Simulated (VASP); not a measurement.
Si:

```
Si
1.0
     3.90379    0.00000    0.00000
    -1.95190    3.31872    0.00000
     0.00000    0.00000    6.34122
Si
4
Direct
  0.33249 0.66497 0.99998
  0.66751 0.33503 0.49998
  0.33249 0.66497 0.37502
  0.66751 0.33503 0.87502
```

This cell differs from its parent crystal: uniaxial x strain +1.9%.

Base run:

```yaml
Program: VASP 6.6.1
Functional: PBE
Potentials_or_basis: VASP PAW PBE potentials, release 64 (Si)
Cutoff: 520 eV
k_mesh: 12 × 12 × 4
Occupations: fermi-dirac, width 0.02 eV
Spin: no spin polarisation
```

Its results: band gap on the k mesh 0.23 eV (least direct gap 0.81 eV); pressure -0.5 GPa.

**Question.** The run is repeated on the same cell with these changes: functional from PBE to r2SCAN; occupations from fermi-dirac, width 0.02 eV to gaussian, width 0.01 eV. What comes out?

**Answer.** Band gap on the k mesh 0.40 eV (least direct gap 1.13 eV); pressure -1.9 GPa.

Caveats: the PAW data sets were made with another functional, which shifts forces and pressure a little (at least some runs).

A k mesh can miss the band edges.
